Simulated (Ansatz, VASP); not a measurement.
Two plane-wave programs on La4ZrO

```
CELL_PARAMETERS angstrom
0.00000 4.27893 4.27893
4.27893 0.00000 4.27893
4.27893 4.27893 0.00000
ATOMIC_POSITIONS crystal
La 0.62616 0.62616 0.62616
La 0.62616 0.62616 0.12153
La 0.62616 0.12153 0.62616
La 0.12153 0.62616 0.62616
Zr 0.00000 0.00000 0.00000
O 0.75000 0.75000 0.75000
```

Alike in both runs: task relaxation of cell and atoms; functional PBE; k mesh 4 × 4 × 4; occupations gaussian, width 0.1 eV; no spin polarisation.

|  | VASP | Ansatz |
| --- | --- | --- |
| version | VASP 6.6.1 | Ansatz 0.2.0 |
| potentials or method | VASP PAW PBE potentials, release 64 (La, Zr_sv, O), cutoff 600 eV | scalar-relativistic, plane waves, PAW |
| valence electrons in the cell | 62 | 62 |

|  | VASP | Ansatz | Ansatz less VASP |
| --- | --- | --- | --- |
| gap on the k mesh at the Fermi level, each at its own relaxed structure (eV) | none | none | - |
| relaxed volume (Å³/atom) | 37.56 | 37.69 | +0.134 |
| relaxed length of the cell vector where the two differ most in proportion (Å) | 6.831 | 6.839 | +0.0081 |

A gap of «none» marks a metal or a gap that the smearing closes.

Neither program's run includes spin-orbit coupling. Noted on VASP's run: the volume moved by over 15 % at a fixed basis, so the end points are rough.
